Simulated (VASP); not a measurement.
Wanted: the native input for a VASP 6.6.1 run.

* Task: single point
* Functional: r2SCAN
* Potentials or basis: VASP PAW PBE potentials, release 64 (Fe, Ge_d)
* Cutoff: 520 eV
* k mesh: 3 × 3 × 3
* Occupations: gaussian, width 0.05 eV
* Spin: collinear spin, ferromagnetic start
* Starting moments: [4.0, 0.0] μB
* Dipole correction: no
* Further INCAR settings: ALGO = Normal; EDIFF = 1e-06; NBANDS = 22

The system is FeGe.

```
Fe Ge
1.0
     3.01617    0.00000    0.00000
     0.00000    3.01617    0.00000
     0.00000    0.00000    3.01617
Fe Ge
1 1
Direct
  0.13700 0.29100 0.41800
  0.60034 0.74175 0.87153
```

The input as run:

POSCAR

```
FeGe
1.0
    3.0161717160      0.0000000000      0.0000000000
    0.0000000000      3.0161717160      0.0000000000
    0.0000000000      0.0000000000      3.0161717160
Fe Ge
1 1
Direct
    0.1370000000      0.2910000000      0.4180000000
    0.6003440200      0.7417515000      0.8715288900
```

INCAR.step1

```
PREC = Accurate
ENCUT = 520
ISMEAR = 0
SIGMA = 0.05
LREAL = False
LASPH = True
NELM = 150
ISPIN = 2
MAGMOM = 4 0
LMAXMIX = 4
NBANDS = 22
GGA = PE
ALGO = Normal
EDIFF = 1E-4
LWAVE = True
LCHARG = False
```

INCAR.step2

```
PREC = Accurate
ENCUT = 520
EDIFF = 1E-6
ISMEAR = 0
SIGMA = 0.05
LREAL = False
LASPH = True
NELM = 150
ALGO = Normal
ISIF = 2
LWAVE = False
LCHARG = False
ISPIN = 2
MAGMOM = 4 0
LORBIT = 11
LMAXMIX = 4
METAGGA = R2SCAN
LMIXTAU = True
NBANDS = 22
ISTART = 1
```

KPOINTS

```
regular mesh
0
Gamma
  3 3 3
```

Potentials or basis: VASP PAW PBE potentials, release 64 (Fe, Ge_d).

Command:

```sh
$ cat potpaw_PBE.64/Fe/POTCAR potpaw_PBE.64/Ge_d/POTCAR > POTCAR
$ cp INCAR.step1 INCAR
$ mpirun -np 1 vasp_std > vasp.out
$ cp INCAR.step2 INCAR
$ mpirun -np 1 vasp_std > vasp.out
```

It gave:

- Pressure: -4.8 GPa
- Largest force: 0.947 eV/Å
- Net moment: 1.93 μB per cell
- Site moments: Fe +1.97; Ge -0.01 μB
- Valence electrons inside the program's atomic spheres: Fe 7.13; Ge 12.42

Caveat: the k points lie up to 0.69 Å⁻¹ apart; the PAW data sets were made with another functional, which shifts forces and pressure a little.

Run time: 66 s on 1 thread of Intel Xeon 6975P-C, with other jobs on the host, peak memory 0.16 GiB.
